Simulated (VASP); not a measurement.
Set up this calculation in VASP 6.6.1, as the native input.

```
Task                   : single point
Functional             : PBE
Potentials or basis    : VASP PAW PBE potentials, release 64 (Si, F)
Cutoff                 : 520 eV
k mesh                 : 12 × 12 × 12
Occupations            : gaussian, width 0.1 eV
Spin                   : no spin polarisation
Dipole correction      : no
Further INCAR settings : ALGO = Normal; EDIFF = 1e-07; NBANDS = 22
```

The structure of Si2F3 lies in POSCAR:

```
Si2F3
1.0
    2.4274543811      1.4014914404      3.6570176486
   -2.4274543811      1.4014914404      3.6570176486
    0.0000000000     -2.8029828808      3.6570176486
Si F
2 3
Direct
    0.7208640125      0.7208640125      0.7208640125
    0.2791359875      0.2791359875      0.2791359875
    0.5000000000      0.0000000000      0.0000000000
    0.0000000000      0.5000000000      0.0000000000
    0.0000000000      0.0000000000      0.5000000000
```

These files were run (other wordings do the same):

INCAR

```
SYSTEM = Si2F3
  PREC = Accurate
  ENCUT = 520
  EDIFF = 1E-7
  ISMEAR = 0
  SIGMA = 0.1
  LREAL = .FALSE.
  LASPH = .TRUE.
  NELM = 60
  ALGO = Normal
  ISIF = 2
  LWAVE = .FALSE.
  LCHARG = .FALSE.
  GGA = PE
  NBANDS = 22
```

KPOINTS

```
Automatic mesh
0
G
  12 12 12
  0 0 0
```

Potentials or basis: VASP PAW PBE potentials, release 64 (Si, F).

Launch:

```console
$ cat potpaw_PBE.64/Si/POTCAR potpaw_PBE.64/F/POTCAR > POTCAR
$ mpirun -np 1 vasp_std > vasp.out
```

Results of the run:

The pressure is 0.0 GPa and the largest force is 0.046 eV/Å. The band gap on the k mesh is zero (an odd number of electrons rules out a gap without spin polarisation).

Caveat: an odd number of electrons without spin polarisation forces a metal; a magnetic or distorted state may lie lower.

Wall time 5.3 min on 1 thread of Intel(R) Xeon(R) Platinum 8488C (Sapphire Rapids), with other jobs on the host, peak memory 0.36 GiB.
